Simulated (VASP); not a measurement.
Write the native input for VASP 6.6.1 that does the following.

```yaml
Task: single point
Functional: PBEsol
Potentials_or_basis: VASP PAW PBE potentials, release 64 (W_sv)
Cutoff: 520 eV
k_mesh: 9 × 9 × 1
Occupations: methfessel-paxton, width 0.1 eV
Spin: no spin polarisation
Dipole_correction: yes
Further_INCAR_settings: ALGO = Normal; EDIFF = 1e-07; NBANDS = 111
```

The structure of W lies in POSCAR:

```
W
1.0
    4.4608020640      0.0000000000      0.0000000000
    2.2304010320      3.8631679090      0.0000000000
    0.0000000000      0.0000000000     27.8372463100
W
14
Direct
    0.6666666667      0.6666666667      0.2873847474
    0.0000000000      0.0000000000      0.3200947863
    0.3333333333      0.3333333333      0.3528048251
    0.6666666667      0.6666666667      0.3855148640
    0.0000000000      0.0000000000      0.4182249029
    0.3333333333      0.3333333333      0.4509349417
    0.6666666667      0.6666666667      0.4836449806
    0.0000000000      0.0000000000      0.5163550194
    0.3333333333      0.3333333333      0.5490650583
    0.6666666667      0.6666666667      0.5817750971
    0.0000000000      0.0000000000      0.6144851360
    0.3333333333      0.3333333333      0.6471951749
    0.6666666667      0.6666666667      0.6799052137
    0.0000000000      0.0000000000      0.7126152526
```

These files were run (other wordings do the same):

INCAR

```
PREC = Accurate ; ENCUT = 520
EDIFF = 1E-7 ; ISMEAR = 1
SIGMA = 0.1 ; LREAL = F
LASPH = T ; NELM = 100
ALGO = Normal ; ISIF = 2
LWAVE = F ; LCHARG = F
LDIPOL = T ; IDIPOL = 3
DIPOL = 0.5 0.5 0.500 ; GGA = PS
NBANDS = 111
```

KPOINTS

```
Automatic mesh
0
Gamma
  9 9 1
```

Potentials or basis: VASP PAW PBE potentials, release 64 (W_sv).

The run is started by

```console
$ cat potpaw_PBE.64/W_sv/POTCAR > POTCAR
$ mpirun -np 1 vasp_std > vasp.out
```

It gave:

* Largest force: 2.613 eV/Å
* Band gap on the k mesh: zero (bands 98 and 99 overlap by 0.18 eV)

Caveat: the PAW data sets were made with another functional, which shifts forces and pressure a little; spin-orbit coupling is left out, which moves the levels of the heavy elements.

Wall time 26 min on 1 thread of Intel(R) Xeon(R) 6975P-C (Granite Rapids) (shared host), peak memory 0.79 GiB.
